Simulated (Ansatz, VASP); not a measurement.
**Ir: VASP beside Ansatz**

```
Ir
1.0
     0.00000    1.96884    1.96884
     1.96884    0.00000    1.96884
     1.96884    1.96884    0.00000
Ir
1
Direct
  0.00000 0.00000 0.00000
```

Alike in both runs: task single point; functional BLYP; k mesh 22 × 22 × 22; occupations fermi-dirac, width 0.1 eV; no spin polarisation.

```csv
,VASP,Ansatz
version,VASP 6.6.1,Ansatz 0.2.0
potentials or method,"VASP PAW PBE potentials, release 64 (Ir_sv_GW), cutoff 500 eV","plane waves (420 eV) with PAW, scalar-relativistic"
valence electrons in the cell,17,17
```

|  | VASP | Ansatz | Ansatz less VASP |
| --- | --- | --- | --- |
| pressure (GPa) | -1.5 | -0.1 | +1.40 |

VASP's potentials were made for PBE, not for BLYP. The functional is the same, so the differences come from potentials, cutoffs and numerics.

Neither program's run includes spin-orbit coupling.
